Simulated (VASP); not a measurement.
# CuI (Fm-3m) in VASP: further runs, part 2 of 2

VASP 6.6.1.

### 4 Single point, PBE-based screened hybrid

Contents of POSCAR:

```
CuI
1.0
    0.0000000000      2.8561104037      2.8561104037
    2.8561104037      0.0000000000      2.8561104037
    2.8561104037      2.8561104037      0.0000000000
Cu I
1 1
Direct
    0.0000000000      0.0000000000      0.0000000000
    0.5000000000      0.5000000000      0.5000000000
```

Contents of INCAR.step1:

```
SYSTEM = CuI
ALGO = Normal
EDIFF = 1E-5
ENCUT = 520
GGA = PE
ISIF = 2
ISMEAR = -1
LASPH = .TRUE.
LREAL = .FALSE.
LWAVE = .TRUE.
NBANDS = 16
NELM = 60
PREC = Accurate
SIGMA = 0.02
```

Contents of INCAR.step2:

```
SYSTEM = CuI
AEXX = 0.2
ALGO = Normal
EDIFF = 1E-6
ENCUT = 520
GGA = PE
HFSCREEN = 0.1
ISIF = 2
ISMEAR = -1
ISTART = 1
LASPH = .TRUE.
LCHARG = .TRUE.
LELF = .TRUE.
LHFCALC = .TRUE.
LREAL = .FALSE.
LVHAR = .TRUE.
LWAVE = .FALSE.
NBANDS = 16
NELM = 60
PREC = Accurate
PRECFOCK = Normal
SIGMA = 0.02
```

Contents of KPOINTS:

```
k-points
0
G
  4 4 4
  0 0 0
```

On the command line:

```
cat potpaw_PBE.64/Cu/POTCAR potpaw_PBE.64/I/POTCAR > POTCAR
cp INCAR.step1 INCAR
mpirun -np 1 vasp_std > vasp.out
cp INCAR.step2 INCAR
mpirun -np 1 vasp_std > vasp.out
```

Wall time 5.4 min (1 thread of Intel Xeon Platinum 8375C at 2.90GHz (Ice Lake), shared host); peak memory 0.28 GiB.

It converged, with:

```
Free energy            : -5.9568 eV
Pressure               : 1.2 GPa
Band gap on the k mesh : 0.88 eV, indirect (least direct gap 2.95 eV)
```

Levels at points of the mesh, in eV from the valence-band top:
```
           k point  band 7  band 8  band 9  band 10  band 11  band 12
(0.00, 0.00, 0.00)   -1.57   -1.57   -1.57     2.37     8.71     8.71
(0.50, 0.00, 0.00)   -2.11    0.00    0.00     4.03     5.78     5.78
(0.50, 0.50, 0.00)   -2.18   -2.18   -2.06     0.88     5.60    11.85
```

Caveat: the k points lie up to 0.48 Å⁻¹ apart; the PAW data sets were made with another functional, which shifts forces and pressure a little; spin-orbit coupling is left out, which moves the levels of the heavy elements. A k mesh can miss the band edges.

### 5 Single point, PBE-based screened hybrid

POSCAR is that of step 4.

Contents of INCAR.step1:

```
PREC = Accurate ; ENCUT = 520
EDIFF = 1E-5 ; ISMEAR = -1
SIGMA = 0.02 ; LREAL = F
LASPH = T ; NELM = 100
ALGO = Normal ; ISIF = 2
LWAVE = T ; LCHARG = F
GGA = PE ; NBANDS = 16
```

Contents of INCAR.step2:

```
PREC = Accurate ; ENCUT = 520
EDIFF = 1E-6 ; ISMEAR = -1
SIGMA = 0.02 ; LREAL = F
LASPH = T ; NELM = 100
ALGO = Normal ; ISIF = 2
LWAVE = F ; LCHARG = F
GGA = PE ; LHFCALC = T
AEXX = 0.1 ; HFSCREEN = 0.5
PRECFOCK = Normal ; ISTART = 1
NBANDS = 16
```

Contents of KPOINTS:

```
Automatic mesh
0
Gamma
  4 4 4
```

On the command line:

```
cat potpaw_PBE.64/Cu/POTCAR potpaw_PBE.64/I/POTCAR > POTCAR
cp INCAR.step1 INCAR
mpirun -np 1 vasp_std > vasp.out
cp INCAR.step2 INCAR
mpirun -np 1 vasp_std > vasp.out
```

Run time: 7.9 min. Hardware: 1 thread of Intel Xeon Platinum 8375C at 2.90GHz (Ice Lake), shared host; peak memory 0.27 GiB.

It converged, with:

```
Free energy            : -5.1704 eV
Pressure               : 0.9 GPa
Band gap on the k mesh : zero (band 9 reaches 6.00 eV, above the bottom of band 10 at 5.91 eV)
```

Levels at points of the mesh, in eV from the Fermi level:
| k point | band 6 | band 7 | band 8 | band 9 | band 10 | band 11 | band 12 | band 13 |
| --- | --- | --- | --- | --- | --- | --- | --- | --- |
| (0.00, 0.00, 0.00) | -2.17 | -1.65 | -1.65 | -1.65 | 1.33 | 7.69 | 7.69 | 7.69 |
| (0.50, 0.00, 0.00) | -1.96 | -1.85 | -0.01 | -0.01 | 3.13 | 4.78 | 4.78 | 6.18 |
| (0.50, 0.50, 0.00) | -2.09 | -1.89 | -1.89 | -1.75 | -0.10 | 4.71 | 10.55 | 10.55 |

Caveat: the k points lie up to 0.48 Å⁻¹ apart; the PAW data sets were made with another functional, which shifts forces and pressure a little; spin-orbit coupling is left out, which moves the levels of the heavy elements; semilocal functionals often make such compounds metallic where correlation or magnetic order opens a gap, which also shifts bond lengths.

### 6 Single point, PBE-based screened hybrid

POSCAR is that of step 5.

Contents of INCAR.step1:

```
PREC     = Accurate       # precision mode
ENCUT    = 520            # plane-wave cutoff, eV
EDIFF    = 1E-5           # SCF threshold, eV
ISMEAR   = -1             # smearing method
SIGMA    = 0.02           # smearing width, eV
LREAL    = F              # projectors in reciprocal space
LASPH    = T              # aspherical terms in the spheres
NELM     = 80             # most SCF steps
ALGO     = Normal         # electronic algorithm
ISIF     = 2              # what is computed and relaxed
LWAVE    = T              # write WAVECAR
LCHARG   = F              # write CHGCAR
NBANDS   = 16             # bands
GGA      = PE             # functional
```

Contents of INCAR.step2:

```
PREC     = Accurate       # precision mode
ENCUT    = 520            # plane-wave cutoff, eV
EDIFF    = 1E-6           # SCF threshold, eV
ISMEAR   = -1             # smearing method
SIGMA    = 0.02           # smearing width, eV
LREAL    = F              # projectors in reciprocal space
LASPH    = T              # aspherical terms in the spheres
NELM     = 80             # most SCF steps
ALGO     = Normal         # electronic algorithm
ISIF     = 2              # what is computed and relaxed
LWAVE    = F              # write WAVECAR
LCHARG   = F              # write CHGCAR
GGA      = PE             # functional
LHFCALC  = T              # exact exchange
AEXX     = 0.5            # exact-exchange fraction
HFSCREEN = 0.5            # screening, 1/A
PRECFOCK = Normal       
NBANDS   = 16             # bands
ISTART   = 1
```

KPOINTS is that of step 5.

Potentials or basis: VASP PAW PBE potentials, release 64 (Cu, I).

On the command line:

```
cat potpaw_PBE.64/Cu/POTCAR potpaw_PBE.64/I/POTCAR > POTCAR
cp INCAR.step1 INCAR
mpirun -np 1 vasp_std > vasp.out
cp INCAR.step2 INCAR
mpirun -np 1 vasp_std > vasp.out
```

Run time: 7.7 min. Hardware: 1 thread of Intel Xeon Platinum 8375C at 2.90GHz (Ice Lake), shared host; peak memory 0.28 GiB.

Results (log left out):

| Quantity | Value |
| --- | --- |
| Free energy | -6.0753 eV |
| Pressure | 2.4 GPa |
| Band gap on the k mesh | 1.35 eV, indirect (least direct gap 3.96 eV) |

Levels at points of the mesh, in eV from the valence-band top:
```tsv
k point	band 6	band 7	band 8	band 9	band 10	band 11	band 12	band 13
(0.00, 0.00, 0.00)	-2.95	-1.20	-1.20	-1.20	2.88	8.91	8.91	8.91
(0.50, 0.00, 0.00)	-2.78	-2.54	0.00	0.00	4.32	6.13	6.13	8.11
(0.50, 0.50, 0.00)	-2.92	-2.70	-2.70	-2.61	1.35	5.71	12.40	12.40
```

Caveat: the k points lie up to 0.48 Å⁻¹ apart; the PAW data sets were made with another functional, which shifts forces and pressure a little; spin-orbit coupling is left out, which moves the levels of the heavy elements.

### 7 Single point, HSE06

POSCAR is that of step 6.

Contents of INCAR.step1:

```
SYSTEM = CuI
  ALGO = Normal
  EDIFF = 1E-5
  ENCUT = 520
  GGA = PE
  ISIF = 2
  ISMEAR = -1
  LASPH = .True.
  LCHARG = .False.
  LREAL = .False.
  LWAVE = .True.
  NBANDS = 16
  NELM = 80
  PREC = Accurate
  SIGMA = 0.02
```

Contents of INCAR.step2:

```
SYSTEM = CuI
  ALGO = Normal
  EDIFF = 1E-6
  ENCUT = 520
  GGA = PE
  HFSCREEN = 0.2079
  ISIF = 2
  ISMEAR = -1
  ISTART = 1
  LASPH = .True.
  LCHARG = .False.
  LHFCALC = .True.
  LREAL = .False.
  LWAVE = .False.
  NBANDS = 16
  NELM = 80
  PREC = Accurate
  PRECFOCK = Normal
  SIGMA = 0.02
```

Contents of KPOINTS:

```
k-points
0
Gamma
  4 4 4
  0 0 0
```

On the command line:

```
cat potpaw_PBE.64/Cu/POTCAR potpaw_PBE.64/I/POTCAR > POTCAR
cp INCAR.step1 INCAR
mpirun -np 1 vasp_std > vasp.out
cp INCAR.step2 INCAR
mpirun -np 1 vasp_std > vasp.out
```

Wall time 5.7 min (1 thread of Intel Xeon Platinum 8375C at 2.90GHz (Ice Lake), shared host); peak memory 0.28 GiB.

The run converged. Its results:

```
Free energy            : -5.9373 eV
Pressure               : 1.6 GPa
Band gap on the k mesh : 0.91 eV, indirect (least direct gap 3.08 eV)
```

Levels at points of the mesh, in eV from the valence-band top:
```csv
k point,band 5,band 6,band 7,band 8,band 9,band 10,band 11,band 12,band 13,band 14
"(0.00, 0.00, 0.00)",-2.59,-2.59,-1.50,-1.50,-1.50,2.42,8.70,8.70,8.70,10.54
"(0.50, 0.00, 0.00)",-2.38,-2.38,-2.20,0.00,0.00,4.02,5.79,5.79,7.59,12.33
"(0.50, 0.50, 0.00)",-2.82,-2.56,-2.30,-2.30,-2.18,0.91,5.56,11.93,11.93,12.15
```

Caveat: the k points lie up to 0.48 Å⁻¹ apart; the PAW data sets were made with another functional, which shifts forces and pressure a little; spin-orbit coupling is left out, which moves the levels of the heavy elements. A k mesh can miss the band edges.

### 8 The runs side by side

| level | k mesh | grid for exact exchange (PRECFOCK) | screening parameter | share of exact exchange | gap on the mesh (eV) | pressure (GPa) |
| --- | --- | --- | --- | --- | --- | --- |
| r2SCAN | 6 × 6 × 6 | - | - | - | none | -0.1 |
| HSE06 | 4 × 4 × 4 | Normal | 0.2079 1/Å | - | 0.91 | 1.6 |
| PBE-based screened hybrid | 4 × 4 × 4 | Normal | 0.1 1/Å | 0.2 | 0.88 | 1.2 |
| PBE-based screened hybrid | 4 × 4 × 4 | Normal | 0.5 1/Å | 0.1 | none | 0.9 |
| PBE-based screened hybrid | 4 × 4 × 4 | Normal | 0.5 1/Å | 0.5 | 1.35 | 2.4 |

Alike in all rows: task single point; potentials or basis VASP PAW PBE potentials, release 64 (Cu, I); no spin polarisation; cell as given; cutoff (eV) 520; smearing fermi-dirac 0.02 eV.

Caveats: some runs use coarse meshes; the PAW data sets were made with another functional, which shifts forces and pressure a little; spin-orbit coupling is left out, which moves the levels of the heavy elements; semilocal functionals often make such compounds metallic where correlation or magnetic order opens a gap, which also shifts bond lengths (some runs).

Total energies depend on the potentials used, so only differences within one code and one set of settings carry meaning.
